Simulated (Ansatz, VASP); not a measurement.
# Two plane-wave programs on Re

```
Re
1.0
     4.39583    0.00000    0.00000
    -2.19792    3.80690    0.00000
     0.00000    0.00000    2.75490
Re
3
Direct
  0.00000 0.00000 0.00000
  0.33333 0.66667 0.50000
  0.66667 0.33333 0.50000
```

Alike in both runs: functional RPBE; k mesh 8 × 8 × 12; occupations fermi-dirac, width 0.1 eV; no spin polarisation.

Ansatz relaxed the structure, and its values are those at the end. VASP's run is a single point on that final structure, the one shown.

|  | VASP | Ansatz |
| --- | --- | --- |
| version | VASP 6.6.1 | Ansatz 0.2.0 |
| potentials or method | VASP PAW PBE potentials, release 64 (Re), cutoff 520 eV | plane waves (420 eV) with PAW, scalar-relativistic |
| valence electrons in the cell | 21 | 45 |

Ansatz gave:

| Item | Value |
| --- | --- |
| pressure (GPa) | 0.0 |

Problem. Which values does VASP return?

Solution. Pressure (GPa): -0.9.

VASP's potentials were made for PBE, not for RPBE. The functional is the same, so the differences come from potentials, cutoffs and numerics. VASP's potentials hold 21 valence electrons a cell and Ansatz's 45, so a difference there can come from the potentials and not from the codes.

Spin-orbit coupling is off throughout.
